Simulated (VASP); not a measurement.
# Cu (Fm-3m) in VASP: notebook

The runs below take Cu through single point, with LDA.

All numbers are computed with VASP 6.6.1; they aren't measurements. Logs are shortened: lines on timing, memory, paths and dates and some standing lists are left out, and cuts for length are marked.

### 1 The cell of the first run

Symmetry: Fm-3m, No. 225, cubic system. Conventional cell: a = 3.627 Å, b = 3.627 Å, c = 3.627 Å, α = 90.00°, β = 90.00°, γ = 90.00°. Within 3.4 Å of Cu (site symmetry m-3m) lie 12 Cu at 2.56 Å.

### 2 Single point, LDA

Input file INCAR:

```
SYSTEM = Cu
PREC = Accurate ; ENCUT = 520
EDIFF = 1E-7 ; ISMEAR = 1
SIGMA = 0.1 ; LREAL = .FALSE.
LASPH = .TRUE. ; NELM = 80
ALGO = Normal ; ISIF = 2
LWAVE = .FALSE. ; LCHARG = .FALSE.
NBANDS = 12
```

Input file KPOINTS:

```
regular mesh
0
G
  14 14 14
  0 0 0
```

Input file POSCAR:

```
Cu
1.0
    0.0000000000      1.8135050275      1.8135050275
    1.8135050275      0.0000000000      1.8135050275
    1.8135050275      1.8135050275      0.0000000000
Cu
1
Direct
    0.0000000000      0.0000000000      0.0000000000
```

Potentials or basis: VASP PAW LDA potentials, release 64 (Cu).

On the command line:

```console
$ cat potpaw_LDA.64/Cu/POTCAR > POTCAR
$ mpirun -np 1 vasp_std > vasp.out
```

OUTCAR:

```text
SYSTEM = Cu
   PREC = Accurate
   ENCUT = 520
   EDIFF = 1E-7
   ISMEAR = 1
   LREAL = .FALSE.
   LASPH = .TRUE.
   NELM = 80
   ISIF = 2

 ion  position               nearest neighbor table
   1  0.000  0.000  0.000-

  LATTYP: Found a face centered cubic cell.
 ALAT       =     3.6270100550

  Lattice vectors:

 A1 = (   0.0000000000,   1.8135050275,   1.8135050275)
 A2 = (   1.8135050275,   0.0000000000,   1.8135050275)
 A3 = (   1.8135050275,   1.8135050275,   0.0000000000)

Analysis of symmetry for initial positions (statically):
=====================================================================
 Subroutine PRICEL returns:
 Original cell was already a primitive cell.

 Routine SETGRP: Setting up the symmetry group for a
 face centered cubic supercell.

 Subroutine GETGRP returns: Found 48 space group operations
 (whereof 48 operations were pure point group operations)
 out of a pool of 48 trial point group operations.

The static configuration has the point symmetry O_h .

Analysis of symmetry for dynamics (positions and initial velocities):
=====================================================================
 Subroutine PRICEL returns:
 Original cell was already a primitive cell.

 Routine SETGRP: Setting up the symmetry group for a
 face centered cubic supercell.

 Subroutine GETGRP returns: Found 48 space group operations
 (whereof 48 operations were pure point group operations)
 out of a pool of 48 trial point group operations.

The dynamic configuration has the point symmetry O_h .

 Subroutine INISYM returns: Found 48 space group operations
 (whereof 48 operations are pure point group operations),
 and found     1 'primitive' translations

----------------------------------------------------------------------------------------

                                     Primitive cell

  volume of cell :      11.9285

  direct lattice vectors                    reciprocal lattice vectors
     0.000000000  1.813505027  1.813505027    -0.275709189  0.275709189  0.275709189
     1.813505027  0.000000000  1.813505027     0.275709189 -0.275709189  0.275709189
     1.813505027  1.813505027  0.000000000     0.275709189  0.275709189 -0.275709189

  length of vectors
     2.564683405  2.564683405  2.564683405     0.477542323  0.477542323  0.477542323

  position of ions in fractional coordinates (direct lattice)
     0.000000000  0.000000000  0.000000000

  ion indices of the primitive-cell ions
   primitive index   ion index
                 1           1

----------------------------------------------------------------------------------------

 KPOINTS: regular mesh

Automatic generation of k-mesh.
 Grid dimensions read from file:
 generate k-points for:   14   14   14

 Generating k-lattice:

  Cartesian coordinates                     Fractional coordinates (reciprocal lattice)
    -0.019693513  0.019693513  0.019693513     0.071428571  0.000000000  0.000000000
     0.019693513 -0.019693513  0.019693513     0.000000000  0.071428571  0.000000000
     0.019693513  0.019693513 -0.019693513     0.000000000  0.000000000  0.071428571

  Length of vectors
     0.034110166  0.034110166  0.034110166

  Shift w.r.t. Gamma in fractional coordinates (k-lattice)
     0.000000000  0.000000000  0.000000000

 Subroutine IBZKPT returns following result:
 ===========================================

 Found    104 irreducible k-points:

 Following reciprocal coordinates:
            Coordinates               Weight
  0.000000  0.000000  0.000000      1.000000
  0.071429  0.000000  0.000000      8.000000
  0.142857  0.000000  0.000000      8.000000
  0.214286  0.000000  0.000000      8.000000
  0.285714  0.000000  0.000000      8.000000
  0.357143  0.000000  0.000000      8.000000
[... 16 lines left out ...]
  0.214286  0.142857  0.000000     24.000000
  0.285714  0.142857  0.000000     24.000000
 [... further k-points ...]
   k-points           NKPTS =    104   k-points in BZ     NKDIM =    104   number of bands    NBANDS=     12
   number of dos      NEDOS =    301   number of ions     NIONS =      1
   total plane-waves  NPLWV =   8000
   dimension x,y,z NGX =    20 NGY =   20 NGZ =   20
   dimension x,y,z NGXF=    40 NGYF=   40 NGZF=   40
   ions per type =               1
   NGX,Y,Z   is equivalent  to a cutoff of  12.96, 12.96, 12.96 a.u.
   NGXF,Y,Z  is equivalent  to a cutoff of  25.93, 25.93, 25.93 a.u.
 SYSTEM =  Cu
   PREC   = accura    normal or accurate (medium, high low for compatibility)
   ISTART =      0    job   : 0-new  1-cont  2-samecut
   ICHARG =      2    charge: 1-file 2-atom 10-const
   ISPIN  =      1    spin polarized calculation?
   LNONCOLLINEAR =      F non collinear calculations
   LSORBIT =      F    spin-orbit coupling
   LASPH  =      T    aspherical Exc in radial PAW
   ENCUT  =  520.0 eV  38.22 Ry    6.18 a.u.   4.77  4.77  4.77*2*pi/ulx,y,z
   NELM   =     80;   NELMIN=  2; NELMDL= -5     # of ELM steps
   EDIFF  = 0.1E-06   stopping-criterion for ELM
   LREAL  =      F    real-space projection
   EDIFFG = 0.1E-05   stopping-criterion for IOM
   NSW    =      0    number of steps for IOM
   IBRION =     -1    ionic relax: 0-MD 1-quasi-New 2-CG
   NFREE  =      0    steps in history (QN), initial steepest desc. (CG)
   ISIF   =      2    stress and relaxation
   ISYM   =      2    0-nonsym 1-usesym 2-fastsym
   POTIM  = 0.5000    time-step for ionic-motion
   TEBEG  =    0.0;   TEEND  =   0.0 temperature during run
   PSTRESS=    0.0 pullay stress
   NELECT =      11.0000    total number of electrons
   NUPDOWN=      -1.0000    fix difference up-down
   EMIN   =  10.00;   EMAX   =-10.00  energy-range for DOS
   EFERMI =   0.00;   METHOD = LEGACY
   ISMEAR =     1;   SIGMA  =   0.10  broadening in eV -4-tet -1-fermi 0-gaus
   EFERMI_NEDOS =   21; number of points for ismear=-14 and -15
   IALGO  =     38    algorithm
   IMIX   =      4    mixing-type and parameters
     AMIX     =   0.40;   BMIX     =  1.00
     AMIX_MAG =   1.60;   BMIX_MAG =  1.00
  volume/ion in A,a.u.               =      11.93        80.50
  Fermi-wavevector in a.u.,A,eV,Ry     =   1.593469  3.011220 34.547146  2.539144
  Thomas-Fermi vector in A             =   2.691694
   LORBIT       =      0    0 simple, 1 ext, 2 COOP (PROOUT), +10 PAW based schemes
   GGA     = CA    functional components
   LHFCALC =     F    Hartree Fock is set to
   AEXX    =    0.0000 exact exchange contribution
   IVDW    =     0    specifies the selected vdW correction
   LEPSILON=     F    determine dielectric tensor
   LRPA    =     F    only Hartree local field effects (RPA)
 non-spin polarized calculation
 Methfessel and Paxton  Order N= 1 SIGMA  =   0.10
  energy-cutoff  :      520.00
  volume of cell :       11.93
 maximum number of plane-waves:       332
   NGX =  9   NGY =  9   NGZ =  9

 number of electron      10.9999998 magnetization

 Free energy of the ion-electron system (eV)
  ---------------------------------------------------
  ext. energy  EPLUGINS =         0.00000000
  ---------------------------------------------------
  free energy    TOTEN  =        -4.66482840 eV

  energy without entropy =       -4.66495100  energy(sigma->0) =       -4.66486927

 E-fermi :   7.1569     XC(G=0): -13.0441

 val. band max:        7.0676389687   @ k =   0.5000   0.2857   0.1429
 cond. band min:       7.2110129802   @ k =   0.5000   0.2143   0.0714
 fundamental gap:      0.1433740116
 Fermi energy:         7.1568522792

 k-point     1 :       0.0000    0.0000    0.0000
  band No.  band energies     occupation
      1      -2.0592      2.00000
      2       4.1737      2.00000
      3       4.1737      2.00000
      4       4.1737      2.00000
      5       4.9989      2.00000
      6       4.9989      2.00000
      7      29.8208      0.00000
      8      32.2015      0.00000
      9      32.2015      0.00000
     10      32.2015      0.00000
     11      34.7357      0.00000
     12      34.7357      0.00000

 k-point     2 :       0.0714    0.0000    0.0000
  band No.  band energies     occupation
      1      -1.8749      2.00000
      2       4.1355      2.00000
      3       4.2081      2.00000
      4       4.2081      2.00000
      5       4.9857      2.00000
      6       4.9857      2.00000
      7      28.5235      0.00000
      8      30.6885      0.00000
      9      31.6602      0.00000
     10      31.6602      0.00000
     11      35.5400      0.00000
     12      35.5400      0.00000

 k-point     3 :       0.1429    0.0000    0.0000
  band No.  band energies     occupation
      1      -1.3327      2.00000
      2       4.0397      2.00000
      3       4.2873      2.00000
      4       4.2873      2.00000
      5       4.9688      2.00000
      6       4.9688      2.00000
      7      24.9752      0.00000
      8      30.3194      0.00000
      9      30.8019      0.00000
     10      30.8019      0.00000
     11      36.7143      0.00000
     12      36.9744      0.00000
[... 286 lines left out ...]
 k-point    23 :       0.2143    0.1429    0.0000
  band No.  band energies     occupation
      1      -0.4622      2.00000
      2       3.7743      2.00000
      3       4.4563      2.00000
      4       4.5071      2.00000
      5       4.7527      2.00000
      6       5.1591      2.00000
      7      24.1991      0.00000
      8      26.5120      0.00000
      9      27.8973      0.00000
     10      29.8677      0.00000
     11      32.1186      0.00000
     12      38.9397      0.00000

 k-point    24 :       0.2857    0.1429    0.0000
  band No.  band energies     occupation
      1       0.4416      2.00000
      2       3.6699      2.00000
      3       4.3297      2.00000
      4       4.5493      2.00000
      5       5.0206      2.00000
      6       5.2732      2.00000
      7      20.6306      0.00000
      8      25.7445      0.00000
      9      27.3374      0.00000
     10      28.9084      0.00000
     11      33.3627      0.00000
     12      38.3007      0.00000

 [... further k-points ...]

------------------------ aborting loop because EDIFF is reached ----------------------------------------

  FORCE on cell =-STRESS in cart. coord.  units (eV):
  Direction    XX          YY          ZZ          XY          YZ          ZX
  --------------------------------------------------------------------------------------
  -------------------------------------------------------------------------------------
  Total       -0.9592459     -0.9592459     -0.9592459     -0.0000000      0.0000000      0.0000000
  in kB     -128.8410526   -128.8410526   -128.8410526     -0.0000000      0.0000000      0.0000000
  external PRESSURE =    -128.8410526 kB  Pullay stress =       0.0000000 kB

 VOLUME and BASIS-vectors are now :
 -----------------------------------------------------------------------------
  energy-cutoff  :      520.00
  volume of cell :       11.93
      direct lattice vectors                 reciprocal lattice vectors
     0.000000000  1.813505027  1.813505027    -0.275709189  0.275709189  0.275709189
     1.813505027  0.000000000  1.813505027     0.275709189 -0.275709189  0.275709189
     1.813505027  1.813505027  0.000000000     0.275709189  0.275709189 -0.275709189

 POSITION                                       TOTAL-FORCE (eV/Angst)
 -----------------------------------------------------------------------------------
      0.00000      0.00000      0.00000         0.000000      0.000000     -0.000000
 -----------------------------------------------------------------------------------
    total drift:                                0.000000      0.000000      0.000000

  FREE ENERGIE OF THE ION-ELECTRON SYSTEM (eV)
  ---------------------------------------------------
  free  energy   TOTEN  =        -4.6648283995 eV

  energy  without entropy=       -4.6649509972  energy(sigma->0) =       -4.66486927
```

Run time: 8 s. Hardware: 1 thread of Intel Xeon Platinum 8488C (Sapphire Rapids), shared host; peak memory 0.12 GiB.

Results:

- Free energy: -4.6648 eV
- Pressure: -12.9 GPa

Levels at points of the mesh, in eV from the Fermi level:
```csv
k point,band 2,band 3,band 4,band 5,band 6,band 7,band 8,band 9,band 10,band 11
"(0.00, 0.00, 0.00)",-2.98,-2.98,-2.98,-2.16,-2.16,22.66,25.04,25.04,25.04,27.58
"(0.50, 0.00, 0.00)",-3.01,-3.01,-1.60,-1.60,-0.89,3.73,21.18,21.81,21.81,25.00
"(0.50, 0.50, 0.00)",-4.35,-1.61,-1.46,-1.46,1.55,7.09,12.98,12.98,17.60,20.15
```

### 3 Single point, LDA

This run uses another cell than the first one, of 12.28 Å³/atom, 1.030 times its volume.

Input file INCAR:

```
  ALGO = Normal
  EDIFF = 1E-6
  ENCUT = 520
  ISIF = 2
  ISMEAR = 1
  LASPH = T
  LCHARG = F
  LREAL = F
  LWAVE = F
  NBANDS = 12
  NELM = 60
  PREC = Accurate
  SIGMA = 0.1
```

Input file KPOINTS:

```
k-points
0
Gamma
  14 14 14
```

Input file POSCAR:

```
Cu
1.0
    0.0000000000      1.8312856224      1.8312856224
    1.8312856224      0.0000000000      1.8312856224
    1.8312856224      1.8312856224      0.0000000000
Cu
1
Direct
    0.0000000000      0.0000000000      0.0000000000
```

Potentials or basis: VASP PAW LDA potentials, release 64 (Cu).

On the command line:

```console
$ cat potpaw_LDA.64/Cu/POTCAR > POTCAR
$ mpirun -np 1 vasp_std > vasp.out
```

OUTCAR:

```text
EDIFF = 1E-6
   ENCUT = 520
   ISIF = 2
   ISMEAR = 1
   LASPH = T
   LREAL = F
   NELM = 60
   PREC = Accurate

 ion  position               nearest neighbor table
   1  0.000  0.000  0.000-

  LATTYP: Found a face centered cubic cell.
 ALAT       =     3.6625712448

  Lattice vectors:

 A1 = (   0.0000000000,   1.8312856224,   1.8312856224)
 A2 = (   1.8312856224,   0.0000000000,   1.8312856224)
 A3 = (   1.8312856224,   1.8312856224,   0.0000000000)

Analysis of symmetry for initial positions (statically):
=====================================================================
 Subroutine PRICEL returns:
 Original cell was already a primitive cell.

 Routine SETGRP: Setting up the symmetry group for a
 face centered cubic supercell.

 Subroutine GETGRP returns: Found 48 space group operations
 (whereof 48 operations were pure point group operations)
 out of a pool of 48 trial point group operations.

The static configuration has the point symmetry O_h .

Analysis of symmetry for dynamics (positions and initial velocities):
=====================================================================
 Subroutine PRICEL returns:
 Original cell was already a primitive cell.

 Routine SETGRP: Setting up the symmetry group for a
 face centered cubic supercell.

 Subroutine GETGRP returns: Found 48 space group operations
 (whereof 48 operations were pure point group operations)
 out of a pool of 48 trial point group operations.

The dynamic configuration has the point symmetry O_h .

 Subroutine INISYM returns: Found 48 space group operations
 (whereof 48 operations are pure point group operations),
 and found     1 'primitive' translations

----------------------------------------------------------------------------------------

[... 114 lines left out ...]
   LORBIT       =      0    0 simple, 1 ext, 2 COOP (PROOUT), +10 PAW based schemes
   GGA     = CA    functional components
   LHFCALC =     F    Hartree Fock is set to
   AEXX    =    0.0000 exact exchange contribution
   IVDW    =     0    specifies the selected vdW correction
   LEPSILON=     F    determine dielectric tensor
   LRPA    =     F    only Hartree local field effects (RPA)
 non-spin polarized calculation
 Methfessel and Paxton  Order N= 1 SIGMA  =   0.10
  energy-cutoff  :      520.00
  volume of cell :       12.28
 maximum number of plane-waves:       342
   NGX =  9   NGY =  9   NGZ =  9

 number of electron      10.9999989 magnetization

 Free energy of the ion-electron system (eV)
  ---------------------------------------------------
  ext. energy  EPLUGINS =         0.00000000
  ---------------------------------------------------
  free energy    TOTEN  =        -4.63291070 eV

  energy without entropy =       -4.63307362  energy(sigma->0) =       -4.63296501

 E-fermi :   6.7889     XC(G=0): -12.8748

 val. band max:        6.6955465169   @ k =   0.5000   0.2857   0.1429
 cond. band min:       6.8446635653   @ k =   0.5000   0.2143   0.0714
 fundamental gap:      0.1491170484
 Fermi energy:         6.7888580150

 k-point     1 :       0.0000    0.0000    0.0000
  band No.  band energies     occupation
      1      -2.1981      2.00000
      2       3.9021      2.00000
      3       3.9021      2.00000
      4       3.9021      2.00000
      5       4.6907      2.00000
      6       4.6907      2.00000
      7      29.2313      0.00000
      8      31.3811      0.00000
      9      31.3811      0.00000
     10      31.3811      0.00000
     11      33.9043      0.00000
     12      33.9043      0.00000
[... 331 lines left out ...]
 k-point    24 :       0.2857    0.1429    0.0000
  band No.  band energies     occupation
      1       0.2562      2.00000
      2       3.4227      2.00000
      3       4.0527      2.00000
      4       4.2619      2.00000
      5       4.7131      2.00000
      6       4.9532      2.00000
      7      20.0165      0.00000
      8      25.0308      0.00000
      9      26.7106      0.00000
     10      28.1114      0.00000
     11      32.4757      0.00000
     12      37.4818      0.00000

 [... further k-points ...]

------------------------ aborting loop because EDIFF is reached ----------------------------------------

  FORCE on cell =-STRESS in cart. coord.  units (eV):
  Direction    XX          YY          ZZ          XY          YZ          ZX
  --------------------------------------------------------------------------------------
  -------------------------------------------------------------------------------------
  Total       -1.2299901     -1.2299901     -1.2299901     -0.0000000     -0.0000000      0.0000000
  in kB     -160.4404817   -160.4404817   -160.4404817     -0.0000000     -0.0000000      0.0000000
  external PRESSURE =    -160.4404817 kB  Pullay stress =       0.0000000 kB

 VOLUME and BASIS-vectors are now :
 -----------------------------------------------------------------------------
  energy-cutoff  :      520.00
  volume of cell :       12.28
      direct lattice vectors                 reciprocal lattice vectors
     0.000000000  1.831285622  1.831285622    -0.273032232  0.273032232  0.273032232
     1.831285622  0.000000000  1.831285622     0.273032232 -0.273032232  0.273032232
     1.831285622  1.831285622  0.000000000     0.273032232  0.273032232 -0.273032232

 POSITION                                       TOTAL-FORCE (eV/Angst)
 -----------------------------------------------------------------------------------
      0.00000      0.00000      0.00000         0.000000      0.000000      0.000000
 -----------------------------------------------------------------------------------
    total drift:                                0.000000      0.000000     -0.000000

  FREE ENERGIE OF THE ION-ELECTRON SYSTEM (eV)
  ---------------------------------------------------
  free  energy   TOTEN  =        -4.6329107001 eV

  energy  without entropy=       -4.6330736175  energy(sigma->0) =       -4.63296501
```

OSZICAR:

```text
N       E                     dE             d eps       ncg     rms          rms(c)
DAV:   1     0.421141494560E+02    0.42114E+02   -0.53187E+03  2748   0.152E+03
DAV:   2    -0.428829538408E+01   -0.46402E+02   -0.43066E+02  2556   0.203E+02
DAV:   3    -0.558625697001E+01   -0.12980E+01   -0.12813E+01  2932   0.395E+01
DAV:   4    -0.559454700221E+01   -0.82900E-02   -0.82888E-02  2892   0.281E+00
DAV:   5    -0.559463229556E+01   -0.85293E-04   -0.85292E-04  2964   0.293E-01    0.786E+00
DAV:   6    -0.509716370039E+01    0.49747E+00   -0.16585E+01  2964   0.777E+01    0.441E+00
DAV:   7    -0.464623155218E+01    0.45093E+00   -0.27200E+00  2952   0.319E+01    0.503E-01
DAV:   8    -0.463512581669E+01    0.11106E-01   -0.76381E-03  3092   0.169E+00    0.347E-01
DAV:   9    -0.463289985424E+01    0.22260E-02   -0.12172E-02  3048   0.188E+00    0.175E-02
DAV:  10    -0.463290824845E+01   -0.83942E-05   -0.32465E-05  3596   0.867E-02    0.565E-03
DAV:  11    -0.463291070157E+01   -0.24531E-05   -0.55008E-07  2136   0.127E-02    0.567E-04
DAV:  12    -0.463291070005E+01    0.15170E-08   -0.46223E-08  1568   0.254E-03
   1 F= -.46329107E+01 E0= -.46329650E+01  d E =0.162917E-03
```

stdout:

```text
POSCAR found type information on POSCAR Cu
 POSCAR found :  1 types and       1 ions
 scaLAPACK will be used
 LDA part: xc-table for (Slater(with rela. corr.)+CA(PZ))
 , standard interpolation
 POSCAR, INCAR and KPOINTS ok, starting setup
 FFT: planning ... GRIDC
 FFT: planning ... GRID_SOFT
 FFT: planning ... GRID
 WAVECAR not read
 entering main loop
```

Wall time 7.8 s (1 thread of Intel Xeon Platinum 8488C (Sapphire Rapids), shared host); peak memory 0.12 GiB.

What came out:

| Property | Result |
| --- | --- |
| Free energy | -4.6329 eV |
| Pressure | -16.0 GPa |

(Part 1 of 2 ends here.)
